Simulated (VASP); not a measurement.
# BaTiO3 in VASP: further runs

The runs below take BaTiO3 through single point, with PBEsol, PBE, PBE+U.

Everything below comes from runs of VASP 6.6.1. Logs are shortened: lines on timing, memory, paths and dates and some standing lists are left out, and cuts for length are marked.

### Step 1. The cell of the first run

The typed cell holds 5 atoms: a = 4.004 Å, b = 4.004 Å, c = 4.004 Å, α = 89.84°, β = 89.84°, γ = 89.84°.

### Step 2. Single point, PBEsol (atoms moved at random)

Contents of INCAR:

```
PREC = Accurate
ENCUT = 520
EDIFF = 1E-6
ISMEAR = -1
SIGMA = 0.05
LREAL = F
LASPH = T
NELM = 60
ALGO = Normal
ISIF = 2
LWAVE = F
LCHARG = F
GGA = PS
NBANDS = 28
```

Contents of KPOINTS:

```
regular mesh
0
Gamma
  7 7 7
```

Contents of POSCAR:

```
BaTiO3
1.0
    2.8273666084      1.6323808724      2.3183934932
   -2.8273666084      1.6323808724      2.3183934932
    0.0000000000     -3.2647617449      2.3183934932
Ba Ti O
1 1 3
Direct
   -0.0126770000     -0.0079790000      0.0071180000
    0.4831240000      0.4725880000      0.4820330000
    0.5105020000      0.0092900000      0.5165310000
    0.0211820000      0.5202550000      0.5135860000
    0.5107760000      0.5139200000      0.0142200000
```

Potentials or basis: VASP PAW PBE potentials, release 64 (Ba_sv, Ti_sv, O).

Started as:

```sh
cat potpaw_PBE.64/Ba_sv/POTCAR potpaw_PBE.64/Ti_sv/POTCAR potpaw_PBE.64/O/POTCAR > POTCAR
mpirun -np 1 vasp_std > vasp.out
```

OUTCAR:

```text
PREC = Accurate
   ENCUT = 520
   EDIFF = 1E-6
   ISMEAR = -1
   LREAL = F
   LASPH = T
   NELM = 60
   ISIF = 2
   GGA = PS

 ion  position               nearest neighbor table
   1  0.987  0.992  0.007-   5 2.71   4 2.74   3 2.74   4 2.77   3 2.79   5 2.83   5 2.83   3 2.87
                             4 2.89   3 2.93   4 2.94   5 2.96   2 3.37   2 3.37   2 3.44   2 3.46
   2  0.483  0.473  0.482-   3 1.86   4 1.86   5 1.88   5 2.14   3 2.16   4 2.17   1 3.37   1 3.37
                             1 3.44   1 3.46   1 3.47   1 3.49   1 3.56   1 3.59
   3  0.511  0.009  0.517-   2 1.86   2 2.16   1 2.74   1 2.79   1 2.87   1 2.93
   4  0.021  0.520  0.514-   2 1.86   2 2.17   1 2.74   1 2.77   1 2.89   1 2.94
   5  0.511  0.514  0.014-   2 1.88   2 2.14   1 2.71   1 2.83   1 2.83   1 2.96

  LATTYP: Found a trigonal (rhomboedric) cell.
 ALAT       =     4.0042000000
 COS(alpha) =     0.0028448828

  Lattice vectors:

 A1 = (   2.8273666084,   1.6323808724,   2.3183934932)
 A2 = (  -2.8273666084,   1.6323808724,   2.3183934932)
 A3 = (   0.0000000000,  -3.2647617449,   2.3183934932)

Analysis of symmetry for initial positions (statically):
=====================================================================
 Subroutine PRICEL returns:
 Original cell was already a primitive cell.

 Routine SETGRP: Setting up the symmetry group for a
 trigonal (rhombohedral) supercell.

 Subroutine GETGRP returns: Found  1 space group operations
 (whereof  1 operations were pure point group operations)
 out of a pool of 12 trial point group operations.

The static configuration has the point symmetry C_1 .

Analysis of symmetry for dynamics (positions and initial velocities):
=====================================================================
 Subroutine PRICEL returns:
 Original cell was already a primitive cell.

 Routine SETGRP: Setting up the symmetry group for a
 trigonal (rhombohedral) supercell.

 Subroutine GETGRP returns: Found  1 space group operations
 (whereof  1 operations were pure point group operations)
 out of a pool of 12 trial point group operations.

The dynamic configuration has the point symmetry C_1 .

 Subroutine INISYM returns: Found  1 space group operations
 (whereof  1 operations are pure point group operations),
 and found     1 'primitive' translations

----------------------------------------------------------------------------------------

                                     Primitive cell

  volume of cell :      64.2010

  direct lattice vectors                    reciprocal lattice vectors
     2.827366608  1.632380872  2.318393493     0.176843002  0.102100355  0.143777721
    -2.827366608  1.632380872  2.318393493    -0.176843002  0.102100355  0.143777721
     0.000000000 -3.264761745  2.318393493     0.000000000 -0.204200710  0.143777721

  length of vectors
     4.004200000  4.004200000  4.004200000     0.249739791  0.249739791  0.249739791

  position of ions in fractional coordinates (direct lattice)
     0.987323000  0.992021000  0.007118000
     0.483124000  0.472588000  0.482033000
     0.510502000  0.009290000  0.516531000
     0.021182000  0.520255000  0.513586000
     0.510776000  0.513920000  0.014220000

  ion indices of the primitive-cell ions
   primitive index   ion index
                 1           1
                 2           2
                 3           3
                 4           4
                 5           5

----------------------------------------------------------------------------------------

 KPOINTS: regular mesh

Automatic generation of k-mesh.
 Grid dimensions read from file:
 generate k-points for:    7    7    7

 Generating k-lattice:

  Cartesian coordinates                     Fractional coordinates (reciprocal lattice)
     0.025263286  0.014585765  0.020539674     0.142857143  0.000000000  0.000000000
    -0.025263286  0.014585765  0.020539674     0.000000000  0.142857143  0.000000000
     0.000000000 -0.029171530  0.020539674     0.000000000  0.000000000  0.142857143

  Length of vectors
     0.035677113  0.035677113  0.035677113

  Shift w.r.t. Gamma in fractional coordinates (k-lattice)
     0.000000000  0.000000000  0.000000000

 Subroutine IBZKPT returns following result:
 ===========================================

 Found    172 irreducible k-points:

 Following reciprocal coordinates:
            Coordinates               Weight
  0.000000  0.000000  0.000000      1.000000
  0.142857  0.000000  0.000000      2.000000
  0.000000  0.142857  0.000000      2.000000
  0.000000  0.000000  0.142857      2.000000
  0.285714  0.000000  0.000000      2.000000
  0.000000  0.285714  0.000000      2.000000
[... 16 lines left out ...]
 -0.142857 -0.428571  0.000000      2.000000
  0.142857  0.000000  0.428571      2.000000
 [... further k-points ...]
   k-points           NKPTS =    172   k-points in BZ     NKDIM =    172   number of bands    NBANDS=     28
   number of dos      NEDOS =    301   number of ions     NIONS =      5
   total plane-waves  NPLWV =  27000
   dimension x,y,z NGX =    30 NGY =   30 NGZ =   30
   dimension x,y,z NGXF=    60 NGYF=   60 NGZF=   60
   ions per type =               1   1   3
   NGX,Y,Z   is equivalent  to a cutoff of  12.46, 12.46, 12.46 a.u.
   NGXF,Y,Z  is equivalent  to a cutoff of  24.91, 24.91, 24.91 a.u.
 SYSTEM =  unknown system
   PREC   = accura    normal or accurate (medium, high low for compatibility)
   ISTART =      0    job   : 0-new  1-cont  2-samecut
   ICHARG =      2    charge: 1-file 2-atom 10-const
   ISPIN  =      1    spin polarized calculation?
   LNONCOLLINEAR =      F non collinear calculations
   LSORBIT =      F    spin-orbit coupling
   LASPH  =      T    aspherical Exc in radial PAW
   ENCUT  =  520.0 eV  38.22 Ry    6.18 a.u.   7.45  7.45  7.45*2*pi/ulx,y,z
   NELM   =     60;   NELMIN=  2; NELMDL= -5     # of ELM steps
   EDIFF  = 0.1E-05   stopping-criterion for ELM
   LREAL  =      F    real-space projection
   EDIFFG = 0.1E-04   stopping-criterion for IOM
   NSW    =      0    number of steps for IOM
   IBRION =     -1    ionic relax: 0-MD 1-quasi-New 2-CG
   NFREE  =      0    steps in history (QN), initial steepest desc. (CG)
   ISIF   =      2    stress and relaxation
   ISYM   =      2    0-nonsym 1-usesym 2-fastsym
   POTIM  = 0.5000    time-step for ionic-motion
   TEBEG  =    0.0;   TEEND  =   0.0 temperature during run
   PSTRESS=    0.0 pullay stress
   NELECT =      40.0000    total number of electrons
   NUPDOWN=      -1.0000    fix difference up-down
   EMIN   =  10.00;   EMAX   =-10.00  energy-range for DOS
   EFERMI =   0.00;   METHOD = LEGACY
   ISMEAR =    -1;   SIGMA  =   0.05  broadening in eV -4-tet -1-fermi 0-gaus
   EFERMI_NEDOS =   21; number of points for ismear=-14 and -15
   IALGO  =     38    algorithm
   IMIX   =      4    mixing-type and parameters
     AMIX     =   0.40;   BMIX     =  1.00
     AMIX_MAG =   1.60;   BMIX_MAG =  1.00
  volume/ion in A,a.u.               =      12.84        86.65
  Fermi-wavevector in a.u.,A,eV,Ry     =   1.398237  2.642285 26.600301  1.955067
  Thomas-Fermi vector in A             =   2.521415
   LORBIT       =      0    0 simple, 1 ext, 2 COOP (PROOUT), +10 PAW based schemes
   GGA     = PS    functional components
   LHFCALC =     F    Hartree Fock is set to
   AEXX    =    0.0000 exact exchange contribution
   IVDW    =     0    specifies the selected vdW correction
   LEPSILON=     F    determine dielectric tensor
   LRPA    =     F    only Hartree local field effects (RPA)
 non-spin polarized calculation
  energy-cutoff  :      520.00
  volume of cell :       64.20
 maximum number of plane-waves:      1752
 NGX is ok and might be reduce to    30
   NGX = 15   NGY = 15   NGZ = 15

 number of electron      39.9999996 magnetization

 Free energy of the ion-electron system (eV)
  ---------------------------------------------------
  ext. energy  EPLUGINS =         0.00000000
  ---------------------------------------------------
  free energy    TOTEN  =       -41.95806871 eV

  energy without entropy =      -41.95806871  energy(sigma->0) =      -41.95806871

 E-fermi :   4.6021     XC(G=0): -11.4922

 val. band max:        3.5464588456   @ k =   0.4286   0.4286   0.4286
 cond. band min:       6.0681848842   @ k =   0.0000   0.0000   0.0000
 fundamental gap:      2.5217260386
 Fermi energy:         4.6020915058

 k-point     1 :       0.0000    0.0000    0.0000
  band No.  band energies     occupation
      1     -52.3723      2.00000
      2     -28.7560      2.00000
      3     -28.7478      2.00000
      4     -28.7349      2.00000
      5     -21.1181      2.00000
      6     -13.1319      2.00000
[... 20 lines left out ...]
     27       8.6126      0.00000
     28      10.7343      0.00000

 k-point     2 :       0.1429    0.0000    0.0000
  band No.  band energies     occupation
      1     -52.3721      2.00000
      2     -28.7647      2.00000
      3     -28.7486      2.00000
      4     -28.7347      2.00000
      5     -21.0955      2.00000
      6     -13.1493      2.00000
[... 20 lines left out ...]
     27       9.0021      0.00000
     28      11.2167      0.00000

 k-point     3 :       0.0000    0.1429    0.0000
  band No.  band energies     occupation
      1     -52.3721      2.00000
      2     -28.7619      2.00000
      3     -28.7514      2.00000
      4     -28.7349      2.00000
      5     -21.0956      2.00000
      6     -13.1408      2.00000
[... 20 lines left out ...]
     27       9.0067      0.00000
     28      11.2318      0.00000

 k-point     4 :       0.0000    0.0000    0.1429
  band No.  band energies     occupation
      1     -52.3721      2.00000
      2     -28.7556      2.00000
      3     -28.7508      2.00000
      4     -28.7417      2.00000
      5     -21.0954      2.00000
      6     -13.1496      2.00000
[... 20 lines left out ...]
     27       8.9879      0.00000
     28      11.2196      0.00000

 k-point     5 :       0.2857    0.0000    0.0000
  band No.  band energies     occupation
      1     -52.3716      2.00000
      2     -28.7866      2.00000
      3     -28.7482      2.00000
      4     -28.7340      2.00000
      5     -21.0439      2.00000
      6     -13.2458      2.00000
[... 20 lines left out ...]
     27       9.9783      0.00000
     28      11.9922      0.00000

 k-point     6 :       0.0000    0.2857    0.0000
  band No.  band energies     occupation
      1     -52.3716      2.00000
      2     -28.7835      2.00000
      3     -28.7517      2.00000
      4     -28.7343      2.00000
      5     -21.0440      2.00000
      6     -13.2260      2.00000
[... 463 lines left out ...]
      5     -20.9868      2.00000
      6     -13.2674      2.00000
[... 20 lines left out ...]
     27      11.3493      0.00000
     28      12.1961      0.00000

 k-point    22 :       0.0000    0.4286    0.1429
  band No.  band energies     occupation
      1     -52.3710      2.00000
      2     -28.8009      2.00000
      3     -28.7516      2.00000
      4     -28.7428      2.00000
      5     -20.9869      2.00000
      6     -13.2440      2.00000
[... 20 lines left out ...]
     27      11.3491      0.00000
     28      12.1663      0.00000

 k-point    23 :      -0.1429   -0.4286    0.0000
  band No.  band energies     occupation
      1     -52.3710      2.00000
      2     -28.8009      2.00000
      3     -28.7607      2.00000
      4     -28.7335      2.00000
      5     -20.9872      2.00000
      6     -13.2442      2.00000
[... 20 lines left out ...]
     27      11.3510      0.00000
     28      12.1572      0.00000

 k-point    24 :       0.1429    0.0000    0.4286
  band No.  band energies     occupation
      1     -52.3711      2.00000
      2     -28.7878      2.00000
      3     -28.7621      2.00000
      4     -28.7447      2.00000
      5     -20.9862      2.00000
      6     -13.2723      2.00000
[... 20 lines left out ...]
     27      11.3228      0.00000
     28      12.1997      0.00000

 [... further k-points ...]

------------------------ aborting loop because EDIFF is reached ----------------------------------------

  FORCE on cell =-STRESS in cart. coord.  units (eV):
  Direction    XX          YY          ZZ          XY          YZ          ZX
  --------------------------------------------------------------------------------------
  -------------------------------------------------------------------------------------
  Total        0.2862948      0.1792058      0.6195984      0.0973476      0.1865330     -0.0305454
  in kB        7.1446675      4.4721946     15.4624701      2.4293712      4.6550490     -0.7622803
  external PRESSURE =       9.0264441 kB  Pullay stress =       0.0000000 kB

 VOLUME and BASIS-vectors are now :
 -----------------------------------------------------------------------------
  energy-cutoff  :      520.00
  volume of cell :       64.20
      direct lattice vectors                 reciprocal lattice vectors
     2.827366608  1.632380872  2.318393493     0.176843002  0.102100355  0.143777721
    -2.827366608  1.632380872  2.318393493    -0.176843002  0.102100355  0.143777721
     0.000000000 -3.264761745  2.318393493     0.000000000 -0.204200710  0.143777721

 POSITION                                       TOTAL-FORCE (eV/Angst)
 -----------------------------------------------------------------------------------
     -0.01328      3.20780      4.60540         0.199323      0.308690      0.005632
      0.02979     -0.01364      3.33326        -0.305794     -0.097929      0.450821
      1.41711     -0.83785      2.40260        -0.305587      0.319796      0.077115
     -1.41106     -0.79290      2.44596         0.183128     -0.152732     -0.461149
     -0.00889      1.62627      2.40862         0.228931     -0.377826     -0.072419
 -----------------------------------------------------------------------------------
    total drift:                                0.000004      0.000673     -0.000648

  FREE ENERGIE OF THE ION-ELECTRON SYSTEM (eV)
  ---------------------------------------------------
  free  energy   TOTEN  =       -41.9580687149 eV

  energy  without entropy=      -41.9580687148  energy(sigma->0) =      -41.95806871
```

Run time: 6.2 min. Hardware: 1 thread of AMD EPYC 7R13, shared host; peak memory 0.37 GiB.

What came out:

| Property | Result |
| --- | --- |
| Free energy | -41.9581 eV |
| Pressure | 0.9 GPa |
| Largest force | 0.553 eV/Å |
| Band gap on the k mesh | 2.52 eV (least direct gap 2.94 eV) |

Forces in eV/Å, atoms in the order of the input:
```
Ba   0.199  0.309  0.006
Ti  -0.306 -0.098  0.451
O   -0.306  0.320  0.077
O    0.183 -0.153 -0.461
O    0.229 -0.378 -0.072
```

Stress tensor (GPa, compression positive):
```
 0.71  0.24 -0.08
 0.24  0.45  0.47
-0.08  0.47  1.55
```

Levels at points of the mesh, in eV from the valence-band top:
| k point | band 18 | band 19 | band 20 | band 21 | band 22 | band 23 |
| --- | --- | --- | --- | --- | --- | --- |
| (0.00, 0.00, 0.00) | -0.56 | -0.44 | -0.42 | 2.52 | 2.64 | 2.83 |

Caveat: the cell differs from its parent crystal (atoms moved at random); the PAW data sets were made with another functional, which shifts forces and pressure a little; spin-orbit coupling is left out, which moves the levels of the heavy elements. A k mesh can miss the band edges.

### Step 3. Single point, PBE

This run uses another cell than the first one, of 13.38 Å³/atom.

Contents of INCAR:

```
SYSTEM = BaTiO3
PREC     = Accurate       ! precision mode
ENCUT    = 520            ! plane-wave cutoff, eV
EDIFF    = 1E-7           ! SCF threshold, eV
ISMEAR   = -1             ! smearing method
SIGMA    = 0.05           ! smearing width, eV
LREAL    = .False.        ! projectors in reciprocal space
LASPH    = .True.         ! aspherical terms in the spheres
NELM     = 60             ! most SCF steps
ALGO     = Normal         ! electronic algorithm
ISIF     = 2              ! what is computed and relaxed
LWAVE    = .False.        ! write WAVECAR
LCHARG   = .False.        ! write CHGCAR
GGA      = PE             ! functional
NBANDS   = 28             ! bands
```

Contents of KPOINTS:

```
regular mesh
0
Gamma
  7 7 7
  0 0 0
```

Contents of POSCAR:

```
BaTiO3
1.0
    2.8632821913      1.6531167439      2.3563302785
   -2.8632821913      1.6531167439      2.3563302785
    0.0000000000     -3.3062334878      2.3563302785
Ba Ti O
1 1 3
Direct
   -0.0054260860     -0.0054260860     -0.0054260860
    0.4803369934      0.4803369934      0.4803369934
    0.5112043534      0.0218803857      0.5112043534
    0.0218803857      0.5112043534      0.5112043534
    0.5112043534      0.5112043534      0.0218803857
```

Potentials or basis: VASP PAW PBE potentials, release 64 (Ba_sv, Ti_sv, O).

Started as:

```sh
cat potpaw_PBE.64/Ba_sv/POTCAR potpaw_PBE.64/Ti_sv/POTCAR potpaw_PBE.64/O/POTCAR > POTCAR
mpirun -np 1 vasp_std > vasp.out
```

Run time: 49 s. Hardware: 1 thread of AMD EPYC 9R45 (Zen 5), shared host; peak memory 0.19 GiB.

Results (log left out):

| Quantity | Value |
| --- | --- |
| Free energy | -40.0548 eV |
| Pressure | 1.6 GPa |
| Largest force | 0.092 eV/Å |
| Band gap on the k mesh | 2.64 eV (least direct gap 3.13 eV) |

Forces on the atoms (eV/Å):
```
Ba   0.000  0.000  0.045
Ti   0.000  0.000  0.092
O    0.031 -0.018 -0.046
O   -0.031 -0.018 -0.046
O    0.000  0.035 -0.046
```

Stress tensor (GPa, compression positive):
```
1.62 0.00 0.00
0.00 1.62 0.00
0.00 0.00 1.54
```

Levels at points of the mesh, in eV from the valence-band top:
| k point | band 17 | band 18 | band 19 | band 20 | band 21 | band 22 | band 23 | band 24 |
| --- | --- | --- | --- | --- | --- | --- | --- | --- |
| (0.00, 0.00, 0.00) | -0.93 | -0.64 | -0.49 | -0.49 | 2.64 | 2.64 | 2.82 | 4.55 |

Caveat: spin-orbit coupling is left out, which moves the levels of the heavy elements. A k mesh can miss the band edges.

(Part 1 of 2 ends here.)
